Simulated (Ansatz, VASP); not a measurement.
**Two plane-wave programs on KTaO3**

File INCAR:

```
SYSTEM = KTaO3
PREC     = Accurate       ! precision mode
ENCUT    = 520            ! plane-wave cutoff, eV
EDIFF    = 1E-6           ! SCF threshold, eV
ISMEAR   = 0              ! smearing method
SIGMA    = 0.05           ! smearing width, eV
LREAL    = .False.        ! projectors in reciprocal space
LASPH    = .True.         ! aspherical terms in the spheres
NELM     = 80             ! most SCF steps
ALGO     = Normal         ! electronic algorithm
ISIF     = 2              ! what is computed and relaxed
LWAVE    = .False.        ! write WAVECAR
LCHARG   = .True.         ! write CHGCAR
GGA      = PS             ! functional
LELF     = .True.         ! ELF
LVHAR    = .True.       
NBANDS   = 27             ! bands
```

KPOINTS

```
Automatic mesh
0
Gamma
  8 8 8
  0 0 0
```

Contents of POSCAR:

```
KTaO3
1.0
    3.6864562343      0.0000000000      0.0000000000
    0.0000000000      3.9853580911      0.0000000000
    0.0000000000      0.0000000000      4.4237474811
K Ta O
1 1 3
Direct
    0.5000000000      0.5000000000      0.5000000000
    0.0000000000      0.0000000000      0.0000000000
    0.5000000000      0.0000000000      0.0000000000
    0.0000000000      0.5000000000      0.0000000000
    0.0000000000      0.0000000000      0.5000000000
```

Input for Ansatz:

```yaml
crystal:
  lattice:
    - [3.6864562343, 0.0, 0.0]
    - [0.0, 3.9853580911, 0.0]
    - [0.0, 0.0, 4.4237474811]
  atoms:
    - { symbol: K, position: [0.5, 0.5, 0.5] }
    - { symbol: Ta, position: [0.0, 0.0, 0.0] }
    - { symbol: O, position: [0.5, 0.0, 0.0] }
    - { symbol: O, position: [0.0, 0.5, 0.0] }
    - { symbol: O, position: [0.0, 0.0, 0.5] }
basis:
  ecutwfc: 520.0
kpoints:
  mp_grid: { grid: [8, 8, 8] }
hamiltonian:
  xc: pbesol
  pseudopotentials: { kind: paw }
scf:
  occupations: { method: gaussian, width: 0.05 }
output:
  forces: true
  stress: true
  eigenvalues: true
```

Change from the starting cell: normal strain along x -0.0750, normal strain along z +0.1100.

Alike in both runs: task single point; functional PBEsol; k mesh 8 × 8 × 8; occupations gaussian, width 0.05 eV; no spin polarisation.

|  | VASP | Ansatz |
| --- | --- | --- |
| version | VASP 6.6.1 | Ansatz 0.2.0 |
| potentials or method | VASP PAW PBE potentials, release 64 (K_sv, Ta_pv, O), cutoff 520 eV | scalar-relativistic, plane waves, PAW |
| valence electrons in the cell | 38 | 40 |

|  | VASP | Ansatz | Ansatz less VASP |
| --- | --- | --- | --- |
| gap on the k mesh at the Fermi level (eV) | 1.71 | 1.75 | +0.039 |
| least direct gap on the mesh (eV) | 1.99 | 2.03 | +0.038 |
| pressure (GPa) | 4.8 | 4.0 | -0.83 |
| traceless stress, the component that is largest in VASP (GPa) | 35.38 | 34.75 | -0.630 |

VASP's potentials were made for PBE, not for PBEsol. With one functional, cell and mesh, what is left measures potentials, basis and numerics. VASP's potentials hold 38 valence electrons a cell and Ansatz's 40, so a difference there can come from the potentials and not from the codes.

Neither program's run includes spin-orbit coupling.
